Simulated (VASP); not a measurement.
# SrTe (Fm-3m) in VASP: further runs

Runs on SrTe. Level: PBE. Tasks: single point.

Program: VASP 6.6.1. These are calculated values, not measurements. Logs are shortened: lines on timing, memory, paths and dates and some standing lists are left out, and cuts for length are marked.

**1. The cell of the first run**

It takes space group Fm-3m (No. 225, cubic). The conventional cell has a = 6.672 Å, b = 6.672 Å, c = 6.672 Å, α = 90.00°, β = 90.00°, γ = 90.00°. Sr (site symmetry m-3m) has 6 Te at 3.34 Å within 4.4 Å. Within 4.4 Å of Te (site symmetry m-3m) lie 6 Sr at 3.34 Å.

**2. Single point, PBE (strain -0.5%)**

Contents of INCAR:

```
SYSTEM = SrTe
PREC = Accurate
ENCUT = 500
EDIFF = 1E-6
ISMEAR = 0
SIGMA = 0.01
LREAL = .False.
LASPH = .True.
NELM = 120
ALGO = Normal
ISIF = 2
LWAVE = .False.
LCHARG = .False.
GGA = PE
NBANDS = 15
GGA_COMPAT = .False.
```

Contents of KPOINTS:

```
regular mesh
0
Gamma
  4 4 4
  0 0 0
```

Contents of POSCAR:

```
SrTe
1.0
    0.0000000000      3.3359944144      3.3359944144
    3.3359944144      0.0000000000      3.3359944144
    3.3359944144      3.3359944144      0.0000000000
Sr Te
1 1
Direct
    0.0000000000      0.0000000000      0.0000000000
    0.5000000000      0.5000000000      0.5000000000
```

Potentials or basis: VASP PAW PBE potentials, release 64 (Sr_sv, Te).

Launch:

```
$ cat potpaw_PBE.64/Sr_sv/POTCAR potpaw_PBE.64/Te/POTCAR > POTCAR
$ mpirun -np 1 vasp_std > vasp.out
```

OUTCAR:

```text
SYSTEM = SrTe
   PREC = Accurate
   ENCUT = 500
   EDIFF = 1E-6
   ISMEAR = 0
   LREAL = .False.
   LASPH = .True.
   NELM = 120
   ISIF = 2
   GGA = PE

 ion  position               nearest neighbor table
   1  0.000  0.000  0.000-   2 3.34   2 3.34   2 3.34   2 3.34   2 3.34   2 3.34
   2  0.500  0.500  0.500-   1 3.34   1 3.34   1 3.34   1 3.34   1 3.34   1 3.34

  LATTYP: Found a face centered cubic cell.
 ALAT       =     6.6719888288

  Lattice vectors:

 A1 = (   0.0000000000,   3.3359944144,   3.3359944144)
 A2 = (   3.3359944144,   0.0000000000,   3.3359944144)
 A3 = (   3.3359944144,   3.3359944144,   0.0000000000)

Analysis of symmetry for initial positions (statically):
=====================================================================
 Subroutine PRICEL returns:
 Original cell was already a primitive cell.

 Routine SETGRP: Setting up the symmetry group for a
 face centered cubic supercell.

 Subroutine GETGRP returns: Found 48 space group operations
 (whereof 48 operations were pure point group operations)
 out of a pool of 48 trial point group operations.

The static configuration has the point symmetry O_h .

Analysis of symmetry for dynamics (positions and initial velocities):
=====================================================================
 Subroutine PRICEL returns:
 Original cell was already a primitive cell.

 Routine SETGRP: Setting up the symmetry group for a
 face centered cubic supercell.

 Subroutine GETGRP returns: Found 48 space group operations
 (whereof 48 operations were pure point group operations)
 out of a pool of 48 trial point group operations.

The dynamic configuration has the point symmetry O_h .

 Subroutine INISYM returns: Found 48 space group operations
 (whereof 48 operations are pure point group operations),
 and found     1 'primitive' translations

----------------------------------------------------------------------------------------

                                     Primitive cell

  volume of cell :      74.2516

  direct lattice vectors                    reciprocal lattice vectors
     0.000000000  3.335994414  3.335994414    -0.149880347  0.149880347  0.149880347
     3.335994414  0.000000000  3.335994414     0.149880347 -0.149880347  0.149880347
     3.335994414  3.335994414  0.000000000     0.149880347  0.149880347 -0.149880347

  length of vectors
     4.717808545  4.717808545  4.717808545     0.259600376  0.259600376  0.259600376

  position of ions in fractional coordinates (direct lattice)
     0.000000000  0.000000000  0.000000000
     0.500000000  0.500000000  0.500000000

  ion indices of the primitive-cell ions
   primitive index   ion index
                 1           1
                 2           2

----------------------------------------------------------------------------------------

 KPOINTS: regular mesh

Automatic generation of k-mesh.
 Grid dimensions read from file:
 generate k-points for:    4    4    4

 Generating k-lattice:

  Cartesian coordinates                     Fractional coordinates (reciprocal lattice)
    -0.037470087  0.037470087  0.037470087     0.250000000  0.000000000  0.000000000
     0.037470087 -0.037470087  0.037470087     0.000000000  0.250000000  0.000000000
     0.037470087  0.037470087 -0.037470087     0.000000000  0.000000000  0.250000000

  Length of vectors
     0.064900094  0.064900094  0.064900094

  Shift w.r.t. Gamma in fractional coordinates (k-lattice)
     0.000000000  0.000000000  0.000000000

 Subroutine IBZKPT returns following result:
 ===========================================

 Found      8 irreducible k-points:

 Following reciprocal coordinates:
            Coordinates               Weight
  0.000000  0.000000  0.000000      1.000000
  0.250000  0.000000  0.000000      8.000000
  0.500000  0.000000  0.000000      4.000000
  0.250000  0.250000  0.000000      6.000000
  0.500000  0.250000  0.000000     24.000000
 -0.250000  0.250000  0.000000     12.000000
  0.500000  0.500000  0.000000      3.000000
 -0.250000  0.500000  0.250000      6.000000
   k-points           NKPTS =      8   k-points in BZ     NKDIM =      8   number of bands    NBANDS=     15
   number of dos      NEDOS =    301   number of ions     NIONS =      2
   total plane-waves  NPLWV =  46656
   dimension x,y,z NGX =    36 NGY =   36 NGZ =   36
   dimension x,y,z NGXF=    72 NGYF=   72 NGZF=   72
   ions per type =               1   1
   NGX,Y,Z   is equivalent  to a cutoff of  12.69, 12.69, 12.69 a.u.
   NGXF,Y,Z  is equivalent  to a cutoff of  25.37, 25.37, 25.37 a.u.
 SYSTEM =  SrTe
   PREC   = accura    normal or accurate (medium, high low for compatibility)
   ISTART =      0    job   : 0-new  1-cont  2-samecut
   ICHARG =      2    charge: 1-file 2-atom 10-const
   ISPIN  =      1    spin polarized calculation?
   LNONCOLLINEAR =      F non collinear calculations
   LSORBIT =      F    spin-orbit coupling
   LASPH  =      T    aspherical Exc in radial PAW
   ENCUT  =  500.0 eV  36.75 Ry    6.06 a.u.   8.60  8.60  8.60*2*pi/ulx,y,z
   NELM   =    120;   NELMIN=  2; NELMDL= -5     # of ELM steps
   EDIFF  = 0.1E-05   stopping-criterion for ELM
   LREAL  =      F    real-space projection
   EDIFFG = 0.1E-04   stopping-criterion for IOM
   NSW    =      0    number of steps for IOM
   IBRION =     -1    ionic relax: 0-MD 1-quasi-New 2-CG
   NFREE  =      0    steps in history (QN), initial steepest desc. (CG)
   ISIF   =      2    stress and relaxation
   ISYM   =      2    0-nonsym 1-usesym 2-fastsym
   POTIM  = 0.5000    time-step for ionic-motion
   TEBEG  =    0.0;   TEEND  =   0.0 temperature during run
   PSTRESS=    0.0 pullay stress
   NELECT =      16.0000    total number of electrons
   NUPDOWN=      -1.0000    fix difference up-down
   EMIN   =  10.00;   EMAX   =-10.00  energy-range for DOS
   EFERMI =   0.00;   METHOD = LEGACY
   ISMEAR =     0;   SIGMA  =   0.01  broadening in eV -4-tet -1-fermi 0-gaus
   EFERMI_NEDOS =   21; number of points for ismear=-14 and -15
   IALGO  =     38    algorithm
   IMIX   =      4    mixing-type and parameters
     AMIX     =   0.40;   BMIX     =  1.00
     AMIX_MAG =   1.60;   BMIX_MAG =  1.00
  volume/ion in A,a.u.               =      37.13       250.54
  Fermi-wavevector in a.u.,A,eV,Ry     =   0.981476  1.854720 13.106416  0.963294
  Thomas-Fermi vector in A             =   2.112485
   LORBIT       =      0    0 simple, 1 ext, 2 COOP (PROOUT), +10 PAW based schemes
   GGA     = PE    functional components
   LHFCALC =     F    Hartree Fock is set to
   AEXX    =    0.0000 exact exchange contribution
   IVDW    =     0    specifies the selected vdW correction
   LEPSILON=     F    determine dielectric tensor
   LRPA    =     F    only Hartree local field effects (RPA)
 non-spin polarized calculation
 Gauss-broadening in eV      SIGMA  =   0.01
  energy-cutoff  :      500.00
  volume of cell :       74.25
 maximum number of plane-waves:      1893
 NGX is ok and might be reduce to    36
   NGX = 17   NGY = 17   NGZ = 17

 number of electron      16.0000000 magnetization

 Free energy of the ion-electron system (eV)
  ---------------------------------------------------
  ext. energy  EPLUGINS =         0.00000000
  ---------------------------------------------------
  free energy    TOTEN  =        -8.25000747 eV

  energy without entropy =       -8.25000747  energy(sigma->0) =       -8.25000747

 E-fermi :   2.8724     XC(G=0):  -8.4930

 val. band max:        2.8262723058   @ k =   0.0000   0.0000   0.0000
 cond. band min:       4.5262734766   @ k =   0.5000   0.5000   0.0000
 fundamental gap:      1.7000011708
 Fermi energy:         2.8723535353

 k-point     1 :       0.0000    0.0000    0.0000
  band No.  band energies     occupation
      1     -31.8825      2.00000
      2     -13.8731      2.00000
      3     -13.8731      2.00000
      4     -13.8731      2.00000
      5      -7.1348      2.00000
      6       2.8263      2.00000
      7       2.8263      2.00000
      8       2.8263      2.00000
      9       5.6531      0.00000
     10       6.0921      0.00000
     11       6.0921      0.00000
     12       6.0921      0.00000
     13       6.7331      0.00000
     14       6.7331      0.00000
     15      10.3191      0.00000

 k-point     2 :       0.2500    0.0000    0.0000
  band No.  band energies     occupation
      1     -31.8804      2.00000
      2     -13.9362      2.00000
      3     -13.8759      2.00000
      4     -13.8759      2.00000
      5      -6.8368      2.00000
      6       1.0924      2.00000
      7       2.1766      2.00000
      8       2.1766      2.00000
      9       6.0438      0.00000
     10       6.8253      0.00000
     11       6.8253      0.00000
     12       7.9594      0.00000
     13       8.1740      0.00000
     14       8.1740      0.00000
     15      11.1232      0.00000

 k-point     3 :       0.5000    0.0000    0.0000
  band No.  band energies     occupation
      1     -31.8783      2.00000
      2     -13.9968      2.00000
      3     -13.8787      2.00000
      4     -13.8787      2.00000
      5      -6.5040      2.00000
      6      -0.0001      2.00000
      7       1.7231      2.00000
      8       1.7231      2.00000
      9       6.6897      0.00000
     10       7.9701      0.00000
     11       8.1468      0.00000
     12       8.1468      0.00000
     13       9.4936      0.00000
     14       9.4936      0.00000
     15      10.6537      0.00000

 k-point     4 :       0.2500    0.2500    0.0000
  band No.  band energies     occupation
      1     -31.8797      2.00000
      2     -13.9237      2.00000
      3     -13.8899      2.00000
      4     -13.8899      2.00000
      5      -6.8234      2.00000
      6       0.9929      2.00000
      7       2.3268      2.00000
      8       2.3268      2.00000
      9       5.1400      0.00000
     10       6.6873      0.00000
     11       7.1312      0.00000
     12       7.8445      0.00000
     13       7.8445      0.00000
     14       9.9866      0.00000
     15      10.9009      0.00000

 k-point     5 :       0.5000    0.2500    0.0000
  band No.  band energies     occupation
      1     -31.8776      2.00000
      2     -13.9631      2.00000
      3     -13.9070      2.00000
      4     -13.8929      2.00000
      5      -6.5974      2.00000
      6       0.6041      2.00000
      7       1.4842      2.00000
      8       1.8951      2.00000
      9       5.7458      0.00000
     10       8.0773      0.00000
     11       8.2536      0.00000
     12       8.3514      0.00000
     13       8.5412      0.00000
     14       8.8581      0.00000
     15      10.6358      0.00000

 k-point     6 :      -0.2500    0.2500    0.0000
  band No.  band energies     occupation
      1     -31.8783      2.00000
      2     -13.9585      2.00000
      3     -13.9107      2.00000
      4     -13.8789      2.00000
      5      -6.6076      2.00000
      6       0.5307      2.00000
      7       1.6163      2.00000
      8       1.7817      2.00000
      9       7.0865      0.00000
     10       7.2985      0.00000
     11       7.3798      0.00000
     12       7.7310      0.00000
     13       8.5011      0.00000
     14      10.6102      0.00000
     15      10.7969      0.00000

 k-point     7 :       0.5000    0.5000    0.0000
  band No.  band energies     occupation
      1     -31.8768      2.00000
      2     -13.9567      2.00000
      3     -13.9069      2.00000
      4     -13.9069      2.00000
      5      -6.6878      2.00000
      6       0.8503      2.00000
      7       2.0863      2.00000
      8       2.0863      2.00000
      9       4.5263      0.00000
     10       6.7038      0.00000
     11       7.6303      0.00000
     12       8.9035      0.00000
     13       8.9533      0.00000
     14       8.9533      0.00000
     15      11.4257      0.00000

 k-point     8 :      -0.2500    0.5000    0.2500
  band No.  band energies     occupation
      1     -31.8769      2.00000
      2     -13.9317      2.00000
      3     -13.9317      2.00000
      4     -13.9149      2.00000
      5      -6.5880      2.00000
      6       1.2544      2.00000
      7       1.2544      2.00000
      8       1.3132      2.00000
      9       6.7430      0.00000
     10       6.7430      0.00000
     11       7.2771      0.00000
     12       8.5183      0.00000
     13       8.9638      0.00000
     14      10.4339      0.00000
     15      11.0483      0.00000

------------------------ aborting loop because EDIFF is reached ----------------------------------------

  FORCE on cell =-STRESS in cart. coord.  units (eV):
  Direction    XX          YY          ZZ          XY          YZ          ZX
  --------------------------------------------------------------------------------------
  -------------------------------------------------------------------------------------
  Total        0.4080167      0.4080167      0.4080167      0.0000000     -0.0000000      0.0000000
  in kB        8.8040519      8.8040519      8.8040519      0.0000000     -0.0000000      0.0000000
  external PRESSURE =       8.8040519 kB  Pullay stress =       0.0000000 kB

 VOLUME and BASIS-vectors are now :
 -----------------------------------------------------------------------------
  energy-cutoff  :      500.00
  volume of cell :       74.25
      direct lattice vectors                 reciprocal lattice vectors
     0.000000000  3.335994414  3.335994414    -0.149880347  0.149880347  0.149880347
     3.335994414  0.000000000  3.335994414     0.149880347 -0.149880347  0.149880347
     3.335994414  3.335994414  0.000000000     0.149880347  0.149880347 -0.149880347

 POSITION                                       TOTAL-FORCE (eV/Angst)
 -----------------------------------------------------------------------------------
      0.00000      0.00000      0.00000         0.000000      0.000000      0.000000
      3.33599      3.33599      3.33599        -0.000000     -0.000000     -0.000000
 -----------------------------------------------------------------------------------
    total drift:                                0.000000      0.000000      0.000000

  FREE ENERGIE OF THE ION-ELECTRON SYSTEM (eV)
  ---------------------------------------------------
  free  energy   TOTEN  =        -8.2500074742 eV

  energy  without entropy=       -8.2500074742  energy(sigma->0) =       -8.25000747
```

Run time: 16 s. Hardware: 1 thread of AMD EPYC 7R13, shared host; peak memory 0.17 GiB.

What came out:

| Quantity | Value |
| --- | --- |
| Free energy | -8.2500 eV |
| Pressure | 0.9 GPa |
| Band gap on the k mesh | 1.70 eV, indirect (least direct gap 2.44 eV) |

Caveat: the cell differs from its parent crystal (strain -0.5%); spin-orbit coupling is left out, which moves the levels of the heavy elements. A k mesh can miss the band edges.

(Part 1 of 2 ends here.)
